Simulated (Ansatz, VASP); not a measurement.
One calculation of Si3Ni2Pt, two programs

```
CELL_PARAMETERS angstrom
3.34147 0.00000 0.00000
0.00000 9.50479 0.00000
0.00000 0.00000 4.84752
ATOMIC_POSITIONS crystal
Si 0.50000 0.32305 0.84440
Si 0.50000 0.67695 0.84440
Si 0.50000 0.00000 0.83630
Si 0.00000 0.17695 0.15560
Si 0.00000 0.50000 0.16370
Si 0.00000 0.82305 0.15560
Ni 0.50000 0.33282 0.33303
Ni 0.50000 0.66718 0.33303
Ni 0.00000 0.16718 0.66697
Ni 0.00000 0.83282 0.66697
Pt 0.50000 0.00000 0.33592
Pt 0.00000 0.50000 0.66408
```

Alike in both runs: functional PBE; k mesh 12 × 4 × 8; occupations fermi-dirac, width 0.15 eV; no spin polarisation.

Ansatz relaxed the structure, and its values are those at the end. VASP's run is a single point on that final structure, the one shown.

```csv
,VASP,Ansatz
version,VASP 6.6.1,Ansatz 0.2.0
potentials or method,"VASP PAW PBE potentials, release 64 (Si, Ni, Pt), cutoff 520 eV","scalar-relativistic, plane waves, PAW"
valence electrons in the cell,84,132
```

```tsv
	VASP	Ansatz	Ansatz less VASP
gap on the k mesh at the Fermi level (eV)	none	none	-
pressure (GPa)	0.0	0.0	-0.04
rms of the force components (eV/Å)	0.006	0.000	-0.0057
```

A gap of «none» marks a metal or a gap that the smearing closes. VASP's potentials hold 84 valence electrons a cell and Ansatz's 132, so a difference there can come from the potentials and not from the codes.

Spin-orbit coupling is off throughout.
